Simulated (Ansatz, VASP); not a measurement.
# Hf in VASP and in Ansatz

```
Hf
1.0
     3.39729    0.00000    0.00000
    -1.69864    2.12108    0.00000
     0.00000    0.00000    5.74566
Hf
2
Direct
  0.33333 0.66667 0.25000
  0.66667 0.33333 0.75000
```

Change from the starting cell: strain +e along x and -e along y +0.1500, strain +e along z and -e/2 along x and y +0.1500.

Alike in both runs: task single point; functional PBEsol; k mesh 18 × 18 × 10; occupations gaussian, width 0.15 eV; no spin polarisation.

|  | VASP | Ansatz |
| --- | --- | --- |
| version | VASP 6.6.1 | Ansatz 0.2.0 |
| potentials or method | VASP PAW PBE potentials, release 64 (Hf_pv), cutoff 520 eV | scalar-relativistic, plane waves, PAW |
| valence electrons in the cell | 20 | 52 |

Ansatz gave:

| Property | Result |
| --- | --- |
| gap on the k mesh at the Fermi level (eV) | none |
| pressure (GPa) | 7.1 |
| traceless stress, the component that is largest in VASP (GPa) | 16.16 |
| rms of the force components (eV/Å) | 0.397 |

**Question.** What did VASP give for the same quantities?

**Answer.** gap on the k mesh at the Fermi level (eV): none; pressure (GPa): 6.9; traceless stress, the component that is largest in VASP (GPa): 16.01; rms of the force components (eV/Å): 0.399.

VASP's potentials were made for PBE, not for PBEsol. Atom by atom the forces differ by 0.001 eV/Å (rms over components). A gap of «none» marks a metal or a gap that the smearing closes. VASP's potentials hold 20 valence electrons a cell and Ansatz's 52, so a difference there can come from the potentials and not from the codes.

Neither program's run includes spin-orbit coupling.
